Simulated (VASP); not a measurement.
# SnO2 (Amm2) in VASP: notebook

SnO2 is run at these levels: r2SCAN; tasks: single point.

All numbers are computed with VASP 6.6.1; they aren't measurements. Logs are shortened: lines on timing, memory, paths and dates and some standing lists are left out, and cuts for length are marked.

## 1. The cell of the first run

It takes space group Amm2 (No. 38, orthorhombic). Conventional cell: a = 3.201 Å, b = 6.732 Å, c = 6.732 Å, α = 90.00°, β = 90.00°, γ = 90.00°. Within 2.2 Å of Sn (site symmetry mm2) lie 5 O at 1.56 to 2.13 Å. Sn (site symmetry mm2) has 6 O at 1.79 to 2.41 Å within 2.5 Å. O (site symmetry mm2) has 1 Sn at 1.56 Å within 2.1 Å. O (site symmetry m) has 3 Sn at 2.12 to 2.13 Å and 1 O at 2.61 Å within 2.8 Å. Within 2.4 Å of O (site symmetry mm2) lie 2 Sn at 1.79 Å.

## 2. Single point, r2SCAN

POSCAR

```
SnO2
1.0
    4.7602164773      0.0000000000      0.0000000000
    0.0000000000      4.7602164773      0.0000000000
    0.0000000000      0.0000000000      3.2005650988
Sn O
2 4
Direct
    0.0000000000      0.0000000000      0.0000000000
    0.5000000000      0.5000000000      0.5000000000
    0.2316209538      0.2316209538      0.0000000000
    0.1198339570      0.7316209538      0.5000000000
    0.6198339570      0.6198339570      0.0000000000
    0.7316209538      0.1198339570      0.5000000000
```

INCAR.step1

```
PREC = Accurate
ENCUT = 520
ISMEAR = 0
SIGMA = 0.05
LREAL = False
LASPH = True
NELM = 60
NBANDS = 35
GGA = PE
ALGO = Normal
EDIFF = 1E-4
LWAVE = True
LCHARG = False
```

INCAR.step2

```
PREC = Accurate
ENCUT = 520
EDIFF = 1E-6
ISMEAR = 0
SIGMA = 0.05
LREAL = False
LASPH = True
NELM = 60
ALGO = Normal
ISIF = 2
LWAVE = False
LCHARG = True
METAGGA = R2SCAN
LMIXTAU = True
LELF = True
LVHAR = True
NBANDS = 35
ISTART = 1
```

KPOINTS

```
Automatic mesh
0
Gamma
  6 6 8
```

Potentials or basis: VASP PAW PBE potentials, release 64 (Sn_d, O).

The run is started by

```sh
cat potpaw_PBE.64/Sn_d/POTCAR potpaw_PBE.64/O/POTCAR > POTCAR
cp INCAR.step1 INCAR
mpirun -np 1 vasp_std > vasp.out
cp INCAR.step2 INCAR
mpirun -np 1 vasp_std > vasp.out
```

OUTCAR:

```text
PREC = Accurate
   ENCUT = 520
   EDIFF = 1E-6
   ISMEAR = 0
   LREAL = False
   LASPH = True
   NELM = 60
   ISIF = 2
   METAGGA = R2SCAN
   ISTART = 1

 ion  position               nearest neighbor table
   1  0.000  0.000  0.000-   3 1.56   4 2.13   6 2.13   4 2.13   6 2.13   5 2.56   2 3.73   2 3.73
                             2 3.73   2 3.73   2 3.73   2 3.73   2 3.73   2 3.73
   2  0.500  0.500  0.500-   5 1.79   5 1.79   6 2.12   4 2.12   3 2.41   3 2.41   1 3.73   1 3.73
                             1 3.73   1 3.73   1 3.73   1 3.73   1 3.73   1 3.73
   3  0.232  0.232  0.000-   1 1.56   2 2.41   2 2.41
   4  0.120  0.732  0.500-   2 2.12   1 2.13   1 2.13
   5  0.620  0.620  0.000-   2 1.79   2 1.79   1 2.56
   6  0.732  0.120  0.500-   2 2.12   1 2.13   1 2.13

  LATTYP: Found a simple tetragonal cell.
 ALAT       =     4.7602164773
 C/A-ratio  =     0.6723570481

  Lattice vectors:

 A1 = (   4.7602164773,   0.0000000000,   0.0000000000)
 A2 = (   0.0000000000,   4.7602164773,   0.0000000000)
 A3 = (   0.0000000000,   0.0000000000,   3.2005650988)

Analysis of symmetry for initial positions (statically):
=====================================================================
 Subroutine PRICEL returns:
 Original cell was already a primitive cell.

 Routine SETGRP: Setting up the symmetry group for a
 simple tetragonal supercell.

 Subroutine GETGRP returns: Found  4 space group operations
 (whereof  4 operations were pure point group operations)
 out of a pool of 16 trial point group operations.

The static configuration has the point symmetry C_2v.

Analysis of symmetry for dynamics (positions and initial velocities):
=====================================================================
 Subroutine PRICEL returns:
 Original cell was already a primitive cell.

 Routine SETGRP: Setting up the symmetry group for a
 simple tetragonal supercell.

 Subroutine GETGRP returns: Found  4 space group operations
 (whereof  4 operations were pure point group operations)
 out of a pool of 16 trial point group operations.

The dynamic configuration has the point symmetry C_2v.

 Subroutine INISYM returns: Found  4 space group operations
 (whereof  4 operations are pure point group operations),
 and found     1 'primitive' translations

----------------------------------------------------------------------------------------

                                     Primitive cell

  volume of cell :      72.5237

  direct lattice vectors                    reciprocal lattice vectors
     4.760216477  0.000000000  0.000000000     0.210074480  0.000000000  0.000000000
     0.000000000  4.760216477  0.000000000     0.000000000  0.210074480  0.000000000
     0.000000000  0.000000000  3.200565099     0.000000000  0.000000000  0.312444824

  length of vectors
     4.760216477  4.760216477  3.200565099     0.210074480  0.210074480  0.312444824

  position of ions in fractional coordinates (direct lattice)
     0.000000000  0.000000000  0.000000000
     0.500000000  0.500000000  0.500000000
     0.231620954  0.231620954  0.000000000
     0.119833957  0.731620954  0.500000000
     0.619833957  0.619833957  0.000000000
     0.731620954  0.119833957  0.500000000

  ion indices of the primitive-cell ions
   primitive index   ion index
                 1           1
                 2           2
                 3           3
                 4           4
                 5           5
                 6           6

----------------------------------------------------------------------------------------

 KPOINTS: Automatic mesh

Automatic generation of k-mesh.
 Grid dimensions read from file:
 generate k-points for:    6    6    8

 Generating k-lattice:

  Cartesian coordinates                     Fractional coordinates (reciprocal lattice)
     0.035012413  0.000000000  0.000000000     0.166666667  0.000000000  0.000000000
     0.000000000  0.035012413  0.000000000     0.000000000  0.166666667  0.000000000
     0.000000000  0.000000000  0.039055603     0.000000000  0.000000000  0.125000000

  Length of vectors
     0.035012413  0.035012413  0.039055603

  Shift w.r.t. Gamma in fractional coordinates (k-lattice)
     0.000000000  0.000000000  0.000000000

 Subroutine IBZKPT returns following result:
 ===========================================

 Found     65 irreducible k-points:

 Following reciprocal coordinates:
            Coordinates               Weight
  0.000000  0.000000  0.000000      1.000000
  0.166667  0.000000  0.000000      4.000000
  0.333333  0.000000  0.000000      4.000000
  0.500000  0.000000  0.000000      2.000000
  0.166667  0.166667  0.000000      2.000000
 -0.166667  0.166667  0.000000      2.000000
[... 16 lines left out ...]
  0.333333  0.333333  0.125000      4.000000
 -0.333333  0.333333  0.125000      4.000000
 [... further k-points ...]
   k-points           NKPTS =     65   k-points in BZ     NKDIM =     65   number of bands    NBANDS=     35
   number of dos      NEDOS =    301   number of ions     NIONS =      6
   total plane-waves  NPLWV =  31104
   dimension x,y,z NGX =    36 NGY =   36 NGZ =   24
   dimension x,y,z NGXF=    72 NGYF=   72 NGZF=   48
   ions per type =               2   4
   NGX,Y,Z   is equivalent  to a cutoff of  12.57, 12.57, 12.47 a.u.
   NGXF,Y,Z  is equivalent  to a cutoff of  25.15, 25.15, 24.93 a.u.
 SYSTEM =  unknown system
   PREC   = accura    normal or accurate (medium, high low for compatibility)
   ISTART =      1    job   : 0-new  1-cont  2-samecut
   ICHARG =      0    charge: 1-file 2-atom 10-const
   ISPIN  =      1    spin polarized calculation?
   LNONCOLLINEAR =      F non collinear calculations
   LSORBIT =      F    spin-orbit coupling
   LASPH  =      T    aspherical Exc in radial PAW
   ENCUT  =  520.0 eV  38.22 Ry    6.18 a.u.   8.85  8.85  5.95*2*pi/ulx,y,z
   NELM   =     60;   NELMIN=  2; NELMDL=  0     # of ELM steps
   EDIFF  = 0.1E-05   stopping-criterion for ELM
   LREAL  =      F    real-space projection
   EDIFFG = 0.1E-04   stopping-criterion for IOM
   NSW    =      0    number of steps for IOM
   IBRION =     -1    ionic relax: 0-MD 1-quasi-New 2-CG
   NFREE  =      0    steps in history (QN), initial steepest desc. (CG)
   ISIF   =      2    stress and relaxation
   ISYM   =      2    0-nonsym 1-usesym 2-fastsym
   POTIM  = 0.5000    time-step for ionic-motion
   TEBEG  =    0.0;   TEEND  =   0.0 temperature during run
   PSTRESS=    0.0 pullay stress
   NELECT =      52.0000    total number of electrons
   NUPDOWN=      -1.0000    fix difference up-down
   EMIN   =  10.00;   EMAX   =-10.00  energy-range for DOS
   EFERMI =   0.00;   METHOD = LEGACY
   ISMEAR =     0;   SIGMA  =   0.05  broadening in eV -4-tet -1-fermi 0-gaus
   EFERMI_NEDOS =   21; number of points for ismear=-14 and -15
   IALGO  =     38    algorithm
   IMIX   =      4    mixing-type and parameters
     AMIX     =   0.40;   BMIX     =  1.00
     AMIX_MAG =   1.60;   BMIX_MAG =  1.00
  volume/ion in A,a.u.               =      12.09        81.57
  Fermi-wavevector in a.u.,A,eV,Ry     =   1.465264  2.768948 29.211695  2.146999
  Thomas-Fermi vector in A             =   2.581142
   LORBIT       =      0    0 simple, 1 ext, 2 COOP (PROOUT), +10 PAW based schemes
   METAGGA = R2SCAN    functional components
   LHFCALC =     F    Hartree Fock is set to
   AEXX    =    0.0000 exact exchange contribution
   IVDW    =     0    specifies the selected vdW correction
   LEPSILON=     F    determine dielectric tensor
   LRPA    =     F    only Hartree local field effects (RPA)
 non-spin polarized calculation
 Gauss-broadening in eV      SIGMA  =   0.05
  energy-cutoff  :      520.00
  volume of cell :       72.52
 maximum number of plane-waves:      1992
   NGX = 17   NGY = 17   NGZ = 11

 number of electron      52.0000015 magnetization

 Free energy of the ion-electron system (eV)
  ---------------------------------------------------
  ext. energy  EPLUGINS =         0.00000000
  ---------------------------------------------------
  free energy    TOTEN  =       -79.10458671 eV

  energy without entropy =      -79.10458671  energy(sigma->0) =      -79.10458671

 E-fermi :   5.6454     XC(G=0): -11.9159

 val. band max:        5.3346030034   @ k =   0.0000   0.0000   0.0000
 cond. band min:       7.4090813422   @ k =   0.0000   0.0000   0.0000
 fundamental gap:      2.0744783388
 Fermi energy:         5.6454369359

 k-point     1 :       0.0000    0.0000    0.0000
  band No.  band energies     occupation
      1     -17.6429      2.00000
      2     -17.2544      2.00000
      3     -15.5280      2.00000
      4     -15.3288      2.00000
      5     -15.1873      2.00000
      6     -14.9287      2.00000
[... 27 lines left out ...]
     34      18.1528      0.00000
     35      19.0264      0.00000

 k-point     2 :       0.1667    0.0000    0.0000
  band No.  band energies     occupation
      1     -17.6236      2.00000
      2     -17.2779      2.00000
      3     -15.5277      2.00000
      4     -15.3319      2.00000
      5     -15.1843      2.00000
      6     -14.9281      2.00000
[... 27 lines left out ...]
     34      18.2992      0.00000
     35      18.9358      0.00000

 k-point     3 :       0.3333    0.0000    0.0000
  band No.  band energies     occupation
      1     -17.5744      2.00000
      2     -17.3358      2.00000
      3     -15.5272      2.00000
      4     -15.3387      2.00000
      5     -15.1780      2.00000
      6     -14.9268      2.00000
[... 27 lines left out ...]
     34      18.7479      0.00000
     35      19.0130      0.00000

 k-point     4 :       0.5000    0.0000    0.0000
  band No.  band energies     occupation
      1     -17.5375      2.00000
      2     -17.3771      2.00000
      3     -15.5270      2.00000
      4     -15.3423      2.00000
      5     -15.1748      2.00000
      6     -14.9262      2.00000
[... 27 lines left out ...]
     34      19.0121      0.00000
     35      19.2981      0.00000

 k-point     5 :       0.1667    0.1667    0.0000
  band No.  band energies     occupation
      1     -17.5796      2.00000
      2     -17.3279      2.00000
      3     -15.5271      2.00000
      4     -15.3512      2.00000
      5     -15.1783      2.00000
      6     -14.9291      2.00000
[... 638 lines left out ...]
 k-point    22 :       0.5000    0.1667    0.1250
  band No.  band energies     occupation
      1     -17.5416      2.00000
      2     -17.2794      2.00000
      3     -15.5613      2.00000
      4     -15.3552      2.00000
      5     -15.1675      2.00000
      6     -14.9492      2.00000
[... 27 lines left out ...]
     34      18.7205      0.00000
     35      19.6330      0.00000

 k-point    23 :       0.3333    0.3333    0.1250
  band No.  band energies     occupation
      1     -17.5402      2.00000
      2     -17.2848      2.00000
      3     -15.5661      2.00000
      4     -15.3654      2.00000
      5     -15.1660      2.00000
      6     -14.9509      2.00000
[... 27 lines left out ...]
     34      18.8644      0.00000
     35      18.9632      0.00000

 k-point    24 :      -0.3333    0.3333    0.1250
  band No.  band energies     occupation
      1     -17.5870      2.00000
      2     -17.2350      2.00000
      3     -15.5669      2.00000
      4     -15.3630      2.00000
      5     -15.1627      2.00000
      6     -14.9492      2.00000
[... 27 lines left out ...]
     34      19.2019      0.00000
     35      19.4063      0.00000

 [... further k-points ...]
[... 5 lines left out ...]
  --------------------------------------------------------------------------------------
  -------------------------------------------------------------------------------------
  Total       15.6628556     15.6628556     13.4617172     19.1512343      0.0000000      0.0000000
  in kB      346.0202007    346.0202007    297.3931579    423.0846613      0.0000000      0.0000000
  external PRESSURE =     329.8111864 kB  Pullay stress =       0.0000000 kB

 VOLUME and BASIS-vectors are now :
 -----------------------------------------------------------------------------
  energy-cutoff  :      520.00
  volume of cell :       72.52
      direct lattice vectors                 reciprocal lattice vectors
     4.760216477  0.000000000  0.000000000     0.210074480  0.000000000  0.000000000
     0.000000000  4.760216477  0.000000000     0.000000000  0.210074480  0.000000000
     0.000000000  0.000000000  3.200565099     0.000000000  0.000000000  0.312444824

 POSITION                                       TOTAL-FORCE (eV/Angst)
 -----------------------------------------------------------------------------------
      0.00000      0.00000      0.00000       -15.425193    -15.425193      0.000000
      2.38011      2.38011      1.60028        -5.035766     -5.035766      0.000000
      1.10257      1.10257      0.00000        15.848015     15.848015      0.000000
      0.57044      3.48267      1.60028         0.435419      0.034234      0.000000
      2.95054      2.95054      0.00000         4.143292      4.143292      0.000000
      3.48267      0.57044      1.60028         0.034234      0.435419      0.000000
 -----------------------------------------------------------------------------------
    total drift:                                0.006512      0.006512     -0.000008

  FREE ENERGIE OF THE ION-ELECTRON SYSTEM (eV)
  ---------------------------------------------------
  free  energy   TOTEN  =       -79.1045867075 eV

  energy  without entropy=      -79.1045867075  energy(sigma->0) =      -79.10458671
```

It took 2.7 min on 1 thread of Intel Xeon 6975P-C (Granite Rapids), shared host; peak memory 0.27 GiB.

Results:

```yaml
Free_energy: -79.1046 eV
Pressure: 33.0 GPa
Largest_force: 22.412 eV/Å
Band_gap_on_the_k_mesh: 2.07 eV
```

Forces in eV/Å, atoms in the order of the input:
```
Sn  -15.425 -15.425   0.000
Sn   -5.036  -5.036   0.000
O    15.848  15.848   0.000
O     0.435   0.034   0.000
O     4.143   4.143   0.000
O     0.034   0.435   0.000
```

Levels at points of the mesh, in eV from the valence-band top:
| k point | band 23 | band 24 | band 25 | band 26 | band 27 | band 28 | band 29 | band 30 |
| --- | --- | --- | --- | --- | --- | --- | --- | --- |
| (0.00, 0.00, 0.00) | -0.68 | -0.60 | -0.11 | 0.00 | 2.07 | 5.99 | 7.84 | 7.99 |
| (0.50, 0.00, 0.00) | -0.91 | -0.61 | -0.59 | -0.20 | 4.95 | 5.13 | 7.82 | 8.33 |
| (0.50, 0.50, 0.00) | -1.23 | -0.99 | -0.83 | -0.77 | 5.14 | 5.59 | 8.39 | 8.56 |
| (0.00, 0.00, 0.50) | -2.12 | -1.30 | -1.14 | -0.95 | 6.47 | 6.87 | 9.64 | 10.40 |
| (0.50, 0.00, 0.50) | -1.11 | -0.73 | -0.63 | -0.42 | 6.61 | 6.85 | 8.77 | 10.12 |
| (0.50, 0.50, 0.50) | -1.56 | -0.71 | -0.40 | -0.39 | 5.11 | 5.97 | 9.04 | 9.97 |

Caveat: the cell differs from its parent crystal (all O atoms moved -0.500 Å, as atom 3 towards its neighbour atom 5 (O) at 2.613 Å); the cell stands under pressure; the PAW data sets were made with another functional, which shifts forces and pressure a little; spin-orbit coupling is left out, which moves the levels of the heavy elements.

[end of part 1 of 3]
